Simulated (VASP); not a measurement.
Input of a VASP 6.6.1 run:

INCAR

```
PREC     = Accurate       # precision mode
ENCUT    = 520            # plane-wave cutoff, eV
EDIFF    = 1E-6           # SCF threshold, eV
ISMEAR   = 0              # smearing method
SIGMA    = 0.1            # smearing width, eV
LREAL    = F              # projectors in reciprocal space
LASPH    = T              # aspherical terms in the spheres
NELM     = 80             # most SCF steps
ALGO     = Normal         # electronic algorithm
ISIF     = 2              # what is computed and relaxed
LWAVE    = F              # write WAVECAR
LCHARG   = F              # write CHGCAR
GGA      = PE             # functional
NBANDS   = 18             # bands
```

Contents of KPOINTS:

```
regular mesh
0
Gamma
  14 14 14
```

Contents of POSCAR:

```
InPd
1.0
    3.3700891428      0.0000000000      0.0000000000
    0.0000000000      3.3700891428      0.0000000000
    0.0000000000      0.0000000000      3.3700891428
In Pd
1 1
Direct
    0.0000000000      0.0000000000      0.0000000000
    0.5000000000      0.5000000000      0.5000000000
```

Potentials or basis: VASP PAW PBE potentials, release 64 (In_d, Pd).

Command:

```console
$ cat potpaw_PBE.64/In_d/POTCAR potpaw_PBE.64/Pd/POTCAR > POTCAR
$ mpirun -np 1 vasp_std > vasp.out
```

**Question.** Predict the band gap on the k mesh.

**Answer.** Zero (an odd number of electrons rules out a gap without spin polarisation).

**Question.** Estimate the pressure.

**Answer.** -5.4 GPa.

Caveat: the cell stands under tension; spin-orbit coupling is left out, which moves the levels of the heavy elements.
